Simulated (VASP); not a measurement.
# CaGa2 (P6/mmm) in VASP: further runs, part 2 of 2

VASP 6.6.1. Earlier steps stand in the parts before.

### 3 Relaxation of cell and atoms, LDA

This run uses another cell than the first one, of 22.91 Å³/atom, 1.080 times its volume.

Input file INCAR:

```
SYSTEM = CaGa2
ALGO = Normal
EDIFF = 1E-6
EDIFFG = -0.03
ENCUT = 600
IBRION = 2
ISIF = 3
ISMEAR = 0
LASPH = .True.
LCHARG = .False.
LREAL = .False.
LWAVE = .False.
NELM = 100
NSW = 80
PREC = Accurate
SIGMA = 0.1
```

Input file KPOINTS:

```
k-points
0
Gamma
  5 5 4
  0 0 0
```

Input file POSCAR:

```
CaGa2
1.0
    4.2388580000      0.0000000000      0.0000000000
   -2.1194290000      3.6709590000      0.0000000000
    0.0000000000      0.0000000000      4.4164090000
Ca Ga
1 2
Direct
    0.0000000000      0.0000000000      0.0000000000
    0.3333333333      0.6666666667      0.5000000000
    0.6666666667      0.3333333333      0.5000000000
```

Potentials or basis: VASP PAW LDA potentials, release 64 (Ca_sv, Ga_d).

The run is started by

```sh
$ cat potpaw_LDA.64/Ca_sv/POTCAR potpaw_LDA.64/Ga_d/POTCAR > POTCAR
$ mpirun -np 1 vasp_std > vasp.out
```

OUTCAR:

```text
SYSTEM = CaGa2
   EDIFF = 1E-6
   EDIFFG = -0.03
   ENCUT = 600
   IBRION = 2
   ISIF = 3
   ISMEAR = 0
   LASPH = .True.
   LREAL = .False.
   NELM = 100
   NSW = 80
   PREC = Accurate

 ion  position               nearest neighbor table
   1  0.000  0.000  0.000-
   2  0.333  0.667  0.500-   3 2.45   3 2.45   3 2.45
   3  0.667  0.333  0.500-   2 2.45   2 2.45   2 2.45

  LATTYP: Found a hexagonal cell.
 ALAT       =     4.2388580000
 C/A-ratio  =     1.0418865175

  Lattice vectors:

 A1 = (   4.2388580000,   0.0000000000,   0.0000000000)
 A2 = (  -2.1194290000,   3.6709590000,   0.0000000000)
[... 173 lines left out ...]

  FORCE on cell =-STRESS in cart. coord.  units (eV):
  Direction    XX          YY          ZZ          XY          YZ          ZX
  --------------------------------------------------------------------------------------
  -------------------------------------------------------------------------------------
  Total       -1.4381068     -1.4381070     -1.3548733      0.0000000      0.0000000      0.0000000
  in kB      -33.5277214    -33.5277266    -31.5872325      0.0000000      0.0000000      0.0000000
  external PRESSURE =     -32.8808935 kB  Pullay stress =       0.0000000 kB
[... 135 lines left out ...]
--------------------------------------- Ionic step        5  -------------------------------------------

 number of electron      35.9999996 magnetization

 Free energy of the ion-electron system (eV)
  ---------------------------------------------------
  ext. energy  EPLUGINS =         0.00000000
  ---------------------------------------------------
  free energy    TOTEN  =       -11.00004372 eV

  energy without entropy =      -10.99232545  energy(sigma->0) =      -10.99618459

 E-fermi :   4.4047     XC(G=0): -10.5198

 val. band max:        4.3279553543   @ k =   0.4000   0.0000   0.0000
 cond. band min:       4.4812848702   @ k =   0.4000   0.2000   0.2500
 fundamental gap:      0.1533295158
 Fermi energy:         4.4047402613

 k-point     1 :       0.0000    0.0000    0.0000
  band No.  band energies     occupation
      1     -36.0482      2.00000
      2     -17.3909      2.00000
      3     -17.3480      2.00000
      4     -17.3480      2.00000
      5     -10.5756      2.00000
      6     -10.4501      2.00000
[... 394 lines left out ...]
  FREE ENERGIE OF THE ION-ELECTRON SYSTEM (eV)
  ---------------------------------------------------
  free  energy   TOTEN  =       -11.0000437233 eV

  energy  without entropy=      -10.9923254484  energy(sigma->0) =      -10.99618459

 reached required accuracy - stopping structural energy minimisation
```

It took 4.2 min on 1 thread of AMD EPYC 7R13, shared host; peak memory 0.17 GiB.

What came out:

```yaml
Free_energy: -11.0000 eV
Relaxed_volume: 21.30 Å³/atom
Relaxed_cell: a = 4.174 Å, b = 4.174 Å, c = 4.236 Å, α = 90.00°, β = 90.00°, γ = 120.00°
Space_group_after_relaxing_to_0.05_Å: P6/mmm (No. 191)
Energy_gained_by_relaxing: 17.4 meV/atom
Ionic_steps: 5
Pressure_after_relaxing: 0.1 GPa
Band_gap_on_the_k_mesh: zero (band 18 reaches 5.39 eV, above the bottom of band 19 at 3.54 eV)
```

Step by step:
| step | energy change (eV) | largest force (eV/Å) | pressure (GPa) | volume (Å³) |
| --- | --- | --- | --- | --- |
| 1 | 0.0000 | 0.0000 | -3.29 | 68.72 |
| 2 | -0.0440 | 0.0000 | 0.51 | 64.15 |
| 3 | -0.0448 | 0.0000 | -0.07 | 64.67 |
| 4 | -0.0499 | 0.0000 | 0.06 | 64.31 |
| 5 | -0.0523 | 0.0000 | 0.11 | 63.91 |

Final structure:
```xyz
3
Lattice="4.1736 0.0000 0.0000 -2.0868 3.6144 0.0000 0.0000 0.0000 4.2363" Properties=species:S:1:pos:R:3 pbc="T T T"
Ca   -2.0868    3.6144    0.0000
Ga    0.0000    2.4096    2.1181
Ga    2.0868    1.2048    2.1181
```
